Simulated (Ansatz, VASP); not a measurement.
AlB2As3: VASP beside Ansatz

```xyz
12
Lattice="3.5817 0.0000 0.0000 -1.7908 3.1018 0.0000 0.0000 0.0000 18.2342" Properties=species:S:1:pos:R:3 pbc="T T T"
Al    0.0000    2.0679    0.0353
Al    1.7908    1.0339    9.1524
B     0.0000    2.0679    5.9719
B     0.0000    2.0679   12.3120
B     1.7908    1.0339    3.1949
B     1.7908    1.0339   15.0890
As    0.0000    2.0679    2.5195
As    0.0000    2.0679    8.0625
As    0.0000    2.0679   14.4232
As    1.7908    1.0339    5.3061
As    1.7908    1.0339   11.6366
As    1.7908    1.0339   17.1796
```

Alike in both runs: functional PBE; k mesh 6 × 6 × 1; occupations gaussian, width 0.1 eV; no spin polarisation.

Ansatz relaxed the structure, and its values are those at the end. VASP's run is a single point on that final structure, the one shown.

|  | VASP | Ansatz |
| --- | --- | --- |
| version | VASP 6.6.1 | Ansatz 0.2.0 |
| potentials or method | VASP PAW PBE potentials, release 64 (Al, B, As), cutoff 520 eV | scalar-relativistic, plane waves, PAW |
| valence electrons in the cell | 48 | 108 |

|  | VASP | Ansatz | Ansatz less VASP |
| --- | --- | --- | --- |
| gap on the k mesh at the Fermi level (eV) | 0.16 | 0.17 | +0.010 |
| least direct gap on the mesh (eV) | 0.41 | 0.42 | +0.006 |
| pressure (GPa) | 0.4 | 0.0 | -0.35 |
| rms of the force components (eV/Å) | 0.012 | 0.013 | +0.0012 |

VASP's potentials hold 48 valence electrons a cell and Ansatz's 108, so a difference there can come from the potentials and not from the codes.
